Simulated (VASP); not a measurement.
# BaTiO3 (P1) in VASP: single point with PBE+U

Aim: the single point of BaTiO3 with PBE+U.

Everything below comes from runs of VASP 6.6.1. Logs are shortened: lines on timing, memory, paths and dates and some standing lists are left out, and cuts for length are marked.

### Step 1. The cell of the first run

The typed cell holds 10 atoms: a = 4.051 Å, b = 4.051 Å, c = 8.103 Å, α = 89.83°, β = 89.83°, γ = 89.83°.

### Step 2. Single point, PBE+U (atoms displaced along a vibrational mode)

File INCAR:

```
SYSTEM = BaTiO3
PREC = Accurate
ENCUT = 520
EDIFF = 1E-6
ISMEAR = 0
SIGMA = 0.05
LREAL = .FALSE.
LASPH = .TRUE.
NELM = 150
ALGO = Normal
ISIF = 2
LWAVE = .FALSE.
LCHARG = .FALSE.
LMAXMIX = 4
LDAU = .TRUE.
LDAUTYPE = 2
LDAUL = -1 2 -1
LDAUU = 0 4 0
LDAUJ = 0 0 0
LDAUPRINT = 1
GGA = PE
NBANDS = 51
```

File KPOINTS:

```
regular mesh
0
G
  6 6 4
  0 0 0
```

File POSCAR:

```
BaTiO3
1.0
    2.8603720851      1.6514365933      2.3460535783
   -2.8603720851      1.6514365933      2.3460535783
    0.0000000000     -6.6057463733      4.6921071566
Ba Ti O
2 2 6
Direct
    0.0029139852      0.0029684219      0.0010785553
    0.0029139852      0.0029684219      0.5010785553
    0.5111453588      0.5107580285      0.2582613931
    0.5111453588      0.5107580285      0.7582613931
    0.5009049089      0.5037404800      0.5144044041
    0.5009049089      0.5037404800      1.0144044041
    0.5033758318      0.9570650083      0.2319806127
    0.5033758318      0.9570650083      0.7319806127
    0.9618799771      0.5060468172      0.2318993550
    0.9618799771      0.5060468172      0.7318993550
```

Potentials or basis: VASP PAW PBE potentials, release 64 (Ba_sv, Ti_sv, O).

Run with:

```bash
$ cat potpaw_PBE.64/Ba_sv/POTCAR potpaw_PBE.64/Ti_sv/POTCAR potpaw_PBE.64/O/POTCAR > POTCAR
$ mpirun -np 1 vasp_std > vasp.out
```

OUTCAR:

```text
SYSTEM = BaTiO3
   PREC = Accurate
   ENCUT = 520
   EDIFF = 1E-6
   ISMEAR = 0
   LREAL = .FALSE.
   LASPH = .TRUE.
   NELM = 150
   ISIF = 2
   GGA = PE

 ion  position               nearest neighbor table
   1  0.003  0.003  0.001-   9 2.75   7 2.76   7 2.77   9 2.77   6 2.85   6 2.87   6 2.87   6 2.87
                            10 2.98   8 2.98  10 2.99   8 2.99   4 3.45   4 3.47   4 3.47   3 3.50
   2  0.003  0.003  0.501-  10 2.75   8 2.76   8 2.77  10 2.77   5 2.85   5 2.87   5 2.87   5 2.87
                             9 2.98   7 2.98   9 2.99   7 2.99   3 3.45   3 3.47   3 3.47   4 3.50
   3  0.511  0.511  0.258-   7 1.82   9 1.84   6 1.98   5 2.08   9 2.24   7 2.25   2 3.45   2 3.47
                             2 3.47   1 3.50   2 3.51   1 3.54   1 3.54   1 3.59
   4  0.511  0.511  0.758-   8 1.82  10 1.84   5 1.98   6 2.08  10 2.24   8 2.25   1 3.45   1 3.47
                             1 3.47   2 3.50   1 3.51   2 3.54   2 3.54   2 3.59
   5  0.501  0.504  0.514-   4 1.98   3 2.08   2 2.85   2 2.87   2 2.87   2 2.87
   6  0.501  0.504  0.014-   3 1.98   4 2.08   1 2.85   1 2.87   1 2.87   1 2.87
   7  0.503  0.957  0.232-   3 1.82   3 2.25   1 2.76   1 2.77   2 2.98   2 2.99
   8  0.503  0.957  0.732-   4 1.82   4 2.25   2 2.76   2 2.77   1 2.98   1 2.99
   9  0.962  0.506  0.232-   3 1.84   3 2.24   1 2.75   1 2.77   2 2.98   2 2.99
  10  0.962  0.506  0.732-   4 1.84   4 2.24   2 2.75   2 2.77   1 2.98   1 2.99

  LATTYP: Found a base centered monoclinic cell.
 ALAT       =     5.7380171537
 B/A-ratio  =     0.9969897296
 C/A-ratio  =     1.4120865841
 COS(beta)  =    -0.0042571605

  Lattice vectors:

 A1 = (  -2.8603720851,  -1.6514365933,  -2.3460535783)
 A2 = (   2.8603720851,  -1.6514365933,  -2.3460535783)
 A3 = (   0.0000000000,  -6.6057463733,   4.6921071566)

Analysis of symmetry for initial positions (statically):
=====================================================================
 Subroutine PRICEL returns following result:

  LATTYP: Found a trigonal (rhomboedric) cell.
 ALAT       =     4.0512885208
 COS(alpha) =     0.0030148013

  Lattice vectors:

 A1 = (   2.8603720851,   1.6514365933,   2.3460535783)
 A2 = (  -2.8603720851,   1.6514365933,   2.3460535783)
 A3 = (   0.0000000000,  -3.3028731866,   2.3460535783)

   2 primitive cells build up your supercell.

 Routine SETGRP: Setting up the symmetry group for a
 base centered monoclinic supercell.

 Subroutine GETGRP returns: Found  1 space group operations
 (whereof  1 operations were pure point group operations)
 out of a pool of  4 trial point group operations.

The static configuration has the point symmetry C_1 .

Analysis of symmetry for dynamics (positions and initial velocities):
=====================================================================
 Subroutine PRICEL returns following result:

  LATTYP: Found a trigonal (rhomboedric) cell.
 ALAT       =     4.0512885208
 COS(alpha) =     0.0030148013

  Lattice vectors:

 A1 = (   2.8603720851,   1.6514365933,   2.3460535783)
 A2 = (  -2.8603720851,   1.6514365933,   2.3460535783)
 A3 = (   0.0000000000,  -3.3028731866,   2.3460535783)

   2 primitive cells build up your supercell.

 Routine SETGRP: Setting up the symmetry group for a
 base centered monoclinic supercell.

 Subroutine GETGRP returns: Found  1 space group operations
 (whereof  1 operations were pure point group operations)
[... 152 lines left out ...]
 onsite density matrix

spin component  1

  0.1793 -0.0015  0.0014  0.0802 -0.0007
 -0.0015  0.1989 -0.0092 -0.0012  0.0573
  0.0014 -0.0092  0.1109  0.0006 -0.0102
  0.0802 -0.0012  0.0006  0.1975 -0.0012
 -0.0007  0.0573 -0.0102 -0.0012  0.1553

spin component  2

  0.1793 -0.0015  0.0014  0.0802 -0.0007
 -0.0015  0.1989 -0.0092 -0.0012  0.0573
  0.0014 -0.0092  0.1109  0.0006 -0.0102
  0.0802 -0.0012  0.0006  0.1975 -0.0012
 -0.0007  0.0573 -0.0102 -0.0012  0.1553

 occupancies and eigenvectors

  o =  0.1071  v =  0.6032  0.0886 -0.5413 -0.5338 -0.2245  0.0000  0.0000  0.0000  0.0000  0.0000      0.0000  0.0000  0.0000  0.0000  0.0000  0.0000  0.0000  0.0000  0.0000  0.0000
  o =  0.1071  v =  0.0000  0.0000  0.0000  0.0000  0.0000  0.6032  0.0886 -0.5413 -0.5338 -0.2245      0.0000  0.0000  0.0000  0.0000  0.0000  0.0000  0.0000  0.0000  0.0000  0.0000
  o =  0.1087  v =  0.4384 -0.1083  0.7424 -0.3986  0.2932  0.0000  0.0000  0.0000  0.0000  0.0000      0.0000  0.0000  0.0000  0.0000  0.0000  0.0000  0.0000  0.0000  0.0000  0.0000
  o =  0.1087  v =  0.0000  0.0000  0.0000  0.0000  0.0000  0.4384 -0.1083  0.7424 -0.3986  0.2932      0.0000  0.0000  0.0000  0.0000  0.0000  0.0000  0.0000  0.0000  0.0000  0.0000
  o =  0.1171  v =  0.0100 -0.5587 -0.3810 -0.0049  0.7366  0.0000  0.0000  0.0000  0.0000  0.0000      0.0000  0.0000  0.0000  0.0000  0.0000  0.0000  0.0000  0.0000  0.0000  0.0000
  o =  0.1171  v =  0.0000  0.0000  0.0000  0.0000  0.0000  0.0100 -0.5587 -0.3810 -0.0049  0.7366      0.0000  0.0000  0.0000  0.0000  0.0000  0.0000  0.0000  0.0000  0.0000  0.0000
  o =  0.2396  v =  0.0000  0.0000  0.0000  0.0000  0.0000  0.0539  0.8148 -0.1024  0.0625  0.5647      0.0000  0.0000  0.0000  0.0000  0.0000  0.0000  0.0000  0.0000  0.0000  0.0000
  o =  0.2396  v =  0.0539  0.8148 -0.1024  0.0625  0.5647  0.0000  0.0000  0.0000  0.0000  0.0000      0.0000  0.0000  0.0000  0.0000  0.0000  0.0000  0.0000  0.0000  0.0000  0.0000
  o =  0.2694  v = -0.6640  0.0667 -0.0155 -0.7431  0.0466  0.0000  0.0000  0.0000  0.0000  0.0000      0.0000  0.0000  0.0000  0.0000  0.0000  0.0000  0.0000  0.0000  0.0000  0.0000
  o =  0.2694  v =  0.0000  0.0000  0.0000  0.0000  0.0000 -0.6640  0.0667 -0.0155 -0.7431  0.0466      0.0000  0.0000  0.0000  0.0000  0.0000  0.0000  0.0000  0.0000  0.0000  0.0000

atom =   4  type =  2  l = 2

 onsite density matrix

spin component  1

  0.1793 -0.0015  0.0014  0.0802 -0.0007
 -0.0015  0.1989 -0.0092 -0.0012  0.0573
  0.0014 -0.0092  0.1109  0.0006 -0.0102
  0.0802 -0.0012  0.0006  0.1975 -0.0012
 -0.0007  0.0573 -0.0102 -0.0012  0.1553

spin component  2

  0.1793 -0.0015  0.0014  0.0802 -0.0007
 -0.0015  0.1989 -0.0092 -0.0012  0.0573
  0.0014 -0.0092  0.1109  0.0006 -0.0102
  0.0802 -0.0012  0.0006  0.1975 -0.0012
 -0.0007  0.0573 -0.0102 -0.0012  0.1553

 occupancies and eigenvectors

  o =  0.1071  v =  0.6032  0.0886 -0.5413 -0.5338 -0.2245  0.0000  0.0000  0.0000  0.0000  0.0000      0.0000  0.0000  0.0000  0.0000  0.0000  0.0000  0.0000  0.0000  0.0000  0.0000
  o =  0.1071  v =  0.0000  0.0000  0.0000  0.0000  0.0000  0.6032  0.0886 -0.5413 -0.5338 -0.2245      0.0000  0.0000  0.0000  0.0000  0.0000  0.0000  0.0000  0.0000  0.0000  0.0000
  o =  0.1087  v =  0.4384 -0.1083  0.7424 -0.3986  0.2932  0.0000  0.0000  0.0000  0.0000  0.0000      0.0000  0.0000  0.0000  0.0000  0.0000  0.0000  0.0000  0.0000  0.0000  0.0000
  o =  0.1087  v =  0.0000  0.0000  0.0000  0.0000  0.0000  0.4384 -0.1083  0.7424 -0.3986  0.2932      0.0000  0.0000  0.0000  0.0000  0.0000  0.0000  0.0000  0.0000  0.0000  0.0000
  o =  0.1171  v =  0.0100 -0.5587 -0.3810 -0.0049  0.7366  0.0000  0.0000  0.0000  0.0000  0.0000      0.0000  0.0000  0.0000  0.0000  0.0000  0.0000  0.0000  0.0000  0.0000  0.0000
  o =  0.1171  v =  0.0000  0.0000  0.0000  0.0000  0.0000  0.0100 -0.5587 -0.3810 -0.0049  0.7366      0.0000  0.0000  0.0000  0.0000  0.0000  0.0000  0.0000  0.0000  0.0000  0.0000
  o =  0.2396  v =  0.0000  0.0000  0.0000  0.0000  0.0000  0.0539  0.8148 -0.1024  0.0625  0.5647      0.0000  0.0000  0.0000  0.0000  0.0000  0.0000  0.0000  0.0000  0.0000  0.0000
  o =  0.2396  v =  0.0539  0.8148 -0.1024  0.0625  0.5647  0.0000  0.0000  0.0000  0.0000  0.0000      0.0000  0.0000  0.0000  0.0000  0.0000  0.0000  0.0000  0.0000  0.0000  0.0000
  o =  0.2694  v = -0.6640  0.0667 -0.0155 -0.7431  0.0466  0.0000  0.0000  0.0000  0.0000  0.0000      0.0000  0.0000  0.0000  0.0000  0.0000  0.0000  0.0000  0.0000  0.0000  0.0000
  o =  0.2694  v =  0.0000  0.0000  0.0000  0.0000  0.0000 -0.6640  0.0667 -0.0155 -0.7431  0.0466      0.0000  0.0000  0.0000  0.0000  0.0000  0.0000  0.0000  0.0000  0.0000  0.0000

 number of electron      79.9999993 magnetization

 Free energy of the ion-electron system (eV)
  ---------------------------------------------------
  ext. energy  EPLUGINS =         0.00000000
  ---------------------------------------------------
  free energy    TOTEN  =       -73.37344034 eV

  energy without entropy =      -73.37344034  energy(sigma->0) =      -73.37344034

 E-fermi :   4.0841     XC(G=0): -11.0465

 val. band max:        3.8267073441   @ k =   0.5000   0.5000  -0.0000
 cond. band min:       6.4605661806   @ k =  -0.0000  -0.0000   0.2500
 fundamental gap:      2.6338588365
 Fermi energy:         4.0841459647

 k-point     1 :       0.0000    0.0000    0.0000
  band No.  band energies     occupation
      1     -53.7571      2.00000
      2     -53.7563      2.00000
      3     -30.0099      2.00000
      4     -30.0094      2.00000
      5     -29.9804      2.00000
      6     -29.9790      2.00000
[... 1285 lines left out ...]
     50      10.2605      0.00000
     51      10.5729      0.00000

 [... further k-points ...]

------------------------ aborting loop because EDIFF is reached ----------------------------------------

  FORCE on cell =-STRESS in cart. coord.  units (eV):
  Direction    XX          YY          ZZ          XY          YZ          ZX
  --------------------------------------------------------------------------------------
  -------------------------------------------------------------------------------------
  Total        8.7479711      2.6373362      6.2096842     -0.1773947      1.6806514     -0.3235871
  in kB      105.3936181     31.7740423     74.8128998     -2.1372122     20.2481161     -3.8985060
  external PRESSURE =      70.6601867 kB  Pullay stress =       0.0000000 kB

 VOLUME and BASIS-vectors are now :
 -----------------------------------------------------------------------------
  energy-cutoff  :      520.00
  volume of cell :      132.99
      direct lattice vectors                 reciprocal lattice vectors
     2.860372085  1.651436593  2.346053578     0.174802433  0.100922232  0.142082575
    -2.860372085  1.651436593  2.346053578    -0.174802433  0.100922232  0.142082575
     0.000000000 -6.605746373  4.692107157     0.000000000 -0.100922232  0.071041287

 POSITION                                       TOTAL-FORCE (eV/Angst)
 -----------------------------------------------------------------------------------
     -0.00016      0.00259      0.01886         0.007248     -0.154027     -0.018933
     -0.00016     -3.30028      2.36491         0.007248     -0.154027     -0.018933
      0.00111     -0.01840      3.60923         0.060910     -0.161237     -0.866673
      0.00111     -3.32127      5.95528         0.060910     -0.161237     -0.866673
     -0.00811     -1.73892      4.77059         0.107924      1.343100     -2.187304
     -0.00811      1.56396      2.42454         0.107924      1.343100     -2.187304
     -1.29772      0.87942      4.51475        -2.092419     -0.407332      1.674214
     -1.29772     -2.42345      6.86080        -2.092419     -0.407332      1.674214
      1.30385      0.89232      4.53193         1.916337     -0.620505      1.398696
      1.30385     -2.41055      6.87799         1.916337     -0.620505      1.398696
 -----------------------------------------------------------------------------------
    total drift:                               -0.001005      0.001555      0.000015

  FREE ENERGIE OF THE ION-ELECTRON SYSTEM (eV)
  ---------------------------------------------------
  free  energy   TOTEN  =       -73.3734403364 eV

  energy  without entropy=      -73.3734403364  energy(sigma->0) =      -73.37344034
```

Wall time 6.1 min (1 thread of Intel Xeon 6975P-C (Granite Rapids), shared host); peak memory 0.52 GiB.

What came out:

```
Free energy            : -73.3734 eV
Pressure               : 7.1 GPa
Largest force          : 2.711 eV/Å
Band gap on the k mesh : 2.63 eV
```

Forces in eV/Å, atoms in the order of the input:
```
Ba   0.007 -0.154 -0.019
Ba   0.007 -0.154 -0.019
Ti   0.061 -0.161 -0.867
Ti   0.061 -0.161 -0.867
O    0.108  1.343 -2.187
O    0.108  1.343 -2.187
O   -2.092 -0.407  1.674
O   -2.092 -0.407  1.674
O    1.916 -0.621  1.399
O    1.916 -0.621  1.399
```

Eigenvalues of the final occupation matrices:
```csv
site,spin,trace,eigenvalues
site 3 d,1,0.84,0.11 0.11 0.12 0.24 0.27
site 3 d,2,0.84,0.11 0.11 0.12 0.24 0.27
site 4 d,1,0.84,0.11 0.11 0.12 0.24 0.27
site 4 d,2,0.84,0.11 0.11 0.12 0.24 0.27
```

Caveat: the cell differs from its parent crystal (atoms displaced along a vibrational mode); the stress differs along the axes, from 3 to 11 GPa; spin-orbit coupling is left out, which moves the levels of the heavy elements; forces of over 1 eV/Å act on the atoms, so gaps and moduli don't describe the material at rest. A k mesh can miss the band edges.
